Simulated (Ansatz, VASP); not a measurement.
**HfN: VASP beside Ansatz**

INCAR

```
SYSTEM = HfN
PREC = Accurate ; ENCUT = 520
EDIFF = 1E-7 ; ISMEAR = 0
SIGMA = 0.15 ; LREAL = .False.
LASPH = .True. ; NELM = 100
ALGO = Normal ; ISIF = 2
LWAVE = .False. ; LCHARG = .True.
GGA = PE ; LELF = .True.
LVHAR = .True. ; NBANDS = 14
```

Contents of KPOINTS:

```
regular mesh
0
Gamma
  18 18 18
  0 0 0
```

The input POSCAR:

```
HfN
1.0
    0.0000000000      2.2251150000      2.3267700000
    2.2251150000      0.0000000000      2.3267700000
    2.2251150000      2.2251150000      0.0000000000
Hf N
1 1
Direct
    0.0000000000      0.0000000000      0.0000000000
    0.5000000000      0.5000000000      0.5000000000
```

Input for Ansatz:

```yaml
crystal:
  lattice:
    - [0.0, 2.225115, 2.32677]
    - [2.225115, 0.0, 2.32677]
    - [2.225115, 2.225115, 0.0]
  atoms:
    - { symbol: Hf, position: [0.0, 0.0, 0.0] }
    - { symbol: "N", position: [0.5, 0.5, 0.5] }
basis:
  ecutwfc: 420
kpoints:
  mp_grid: { grid: [18, 18, 18] }
hamiltonian:
  xc: pbe
scf:
  occupations: { method: gaussian, width: 0.15 }
output:
  forces: true
  stress: true
  eigenvalues: true
```

Change from the starting cell: strain -0.015 along x and y, +0.030 along z, atoms carried along.

Alike in both runs: task single point; functional PBE; k mesh 18 × 18 × 18; occupations gaussian, width 0.15 eV; no spin polarisation.

```csv
,VASP,Ansatz
version,VASP 6.6.1,Ansatz 0.2.0
potentials or method,"VASP PAW PBE potentials, release 64 (Hf_pv, N), cutoff 520 eV","scalar-relativistic, plane waves, PAW"
valence electrons in the cell,15,31
```

```csv
,VASP,Ansatz,Ansatz less VASP
gap on the k mesh at the Fermi level (eV),none,none,-
pressure (GPa),4.5,6.9,+2.37
"traceless stress, the component that is largest in VASP (GPa)",-13.99,-14.16,-0.169
```

A gap of «none» marks a metal or a gap that the smearing closes. VASP's potentials hold 15 valence electrons a cell and Ansatz's 31, so a difference there can come from the potentials and not from the codes.

Spin-orbit coupling is off throughout.
